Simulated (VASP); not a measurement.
W5F: single point with PBEsol

System: W5F, a slab with vacuum.

```
W F
1.0
     3.15436    0.00000    0.00000
     0.00000    3.15436    0.00000
     0.00000    0.00000   25.30872
W F
5 1
Direct
  0.50000 0.50000 0.33585
  0.00000 0.00000 0.39817
  0.50000 0.50000 0.45913
  0.00000 0.00000 0.52330
  0.50000 0.50000 0.57849
  0.00000 0.00000 0.63411
```

```yaml
Program: VASP 6.6.1
Task: single point
Functional: PBEsol
Potentials_or_basis: VASP PAW PBE potentials, release 64 (W_sv, F)
Cutoff: 520 eV
k_mesh: 9 × 9 × 1
Occupations: gaussian, width 0.1 eV
Spin: no spin polarisation
Dipole_correction: yes
Further_INCAR_settings: ALGO = Normal; EDIFF = 1e-06; NBANDS = 48
```

| Item | Value |
| --- | --- |
| Largest force | 1.504 eV/Å |
| Band gap on the k mesh | zero (an odd number of electrons rules out a gap without spin polarisation) |

Forces in eV/Å, atoms in the order of the input:
```
W    0.000  0.000  1.504
W    0.000  0.000 -1.492
W    0.000  0.000  0.166
W    0.000  0.000 -1.350
W    0.000  0.000  1.156
F    0.000  0.000  0.016
```

Levels at points of the mesh, in eV from the Fermi level:
```csv
k point,band 36,band 37,band 38,band 39,band 40,band 41,band 42,band 43
"(0.00, 0.00, 0.00)",-0.76,-0.76,-0.27,-0.18,-0.11,0.02,0.02,1.43
```

Run time: 3.1 min on 1 thread of Intel(R) Xeon(R) 6975P-C (Granite Rapids), on a shared host, peak memory 0.39 GiB.

Caveat: the PAW data sets were made with another functional, which shifts forces and pressure a little; spin-orbit coupling is left out, which moves the levels of the heavy elements; an odd number of electrons without spin polarisation forces a metal; a magnetic or distorted state may lie lower.
